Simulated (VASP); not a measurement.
BaCd3Sn2:

```
Ba Cd Sn
1.0
     6.07162    0.00000    0.00000
    -3.03581    5.25818    0.00000
     0.00000    0.00000    4.78596
Ba Cd Sn
1 3 2
Cartesian
  0.0000 0.0000 0.0000
  3.0358 0.0000 2.3930
  1.5179 2.6291 2.3930
  -1.5179 2.6291 2.3930
  0.0000 3.5055 0.0000
  3.0358 1.7527 0.0000
```

The cell was built from a structure type or drawn by symmetry, and may not be a known phase.

* Program: VASP 6.6.1
* Task: relaxation of cell and atoms
* Functional: PBE
* Potentials or basis: VASP PAW PBE potentials, release 64 (Ba_sv, Cd, Sn_d)
* Cutoff: 600 eV
* k mesh: 3 × 3 × 4
* Occupations: gaussian, width 0.1 eV
* Spin: no spin polarisation

At the start: pressure 8.0 GPa; volume 25.47 Å³/atom.

Q: Where does the relaxation end?

A: Over 6 steps the energy falls by 111.7 meV/atom and the volume is 29.86 Å³/atom (+17.2 %); space group P6/mmm (No. 191, to 0.1 Å) before and after.

Step by step:
```csv
step,energy change (eV),largest force (eV/Å),pressure (GPa),volume (Å³)
1,0.0000,0.0000,7.98,152.80
2,-0.6000,0.0000,-0.79,182.56
3,-0.6048,0.0000,-0.22,179.54
4,-0.6047,0.0000,-0.33,180.10
5,-0.6436,0.0000,-0.27,179.75
6,-0.6699,0.0000,-0.05,179.15
```

Final structure:
```
Ba Cd Sn
1.0
     6.58331    0.00000    0.00000
    -3.29166    5.70132    0.00000
     0.00000    0.00000    4.77297
Ba Cd Sn
1 3 2
Direct
  0.00000 0.00000 0.00000
  0.50000 0.00000 0.50000
  0.50000 0.50000 0.50000
  0.00000 0.50000 0.50000
  0.33333 0.66667 0.00000
  0.66667 0.33333 0.00000
```

Caveat: the k points lie up to 0.37 Å⁻¹ apart in the final cell, too coarse for converged energies and pressures of a metal; the volume moved by over 15 % at a fixed basis, so the end points are rough.
